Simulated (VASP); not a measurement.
Here is a VASP 6.6.1 calculation.

File INCAR:

```
SYSTEM = GeOs2
PREC = Accurate
ENCUT = 520
EDIFF = 1E-7
ISMEAR = 0
SIGMA = 0.05
LREAL = .FALSE.
LASPH = .TRUE.
NELM = 60
ALGO = Normal
ISIF = 2
LWAVE = .FALSE.
LCHARG = .TRUE.
GGA = PS
LELF = .TRUE.
LVHAR = .TRUE.
NBANDS = 22
```

Contents of KPOINTS:

```
regular mesh
0
G
  10 10 10
  0 0 0
```

File POSCAR:

```
GeOs2
1.0
    0.0000000000      2.9031639517      2.9031639517
    2.9031639517      0.0000000000      2.9031639517
    2.9031639517      2.9031639517      0.0000000000
Os Ge
2 1
Direct
    0.2500000000      0.2500000000      0.2500000000
    0.7500000000      0.7500000000      0.7500000000
    0.0000000000      0.0000000000      0.0000000000
```

Potentials or basis: VASP PAW PBE potentials, release 64 (Os, Ge_d).

Command:

```console
$ cat potpaw_PBE.64/Os/POTCAR potpaw_PBE.64/Ge_d/POTCAR > POTCAR
$ mpirun -np 1 vasp_std > vasp.out
```

Q: Estimate the band gap on the k mesh.

A: Zero (bands 15 and 16 overlap by 3.53 eV).

Q: Estimate the pressure.

A: -8.8 GPa.

Caveat: the cell stands under tension; the PAW data sets were made with another functional, which shifts forces and pressure a little; spin-orbit coupling is left out, which moves the levels of the heavy elements.
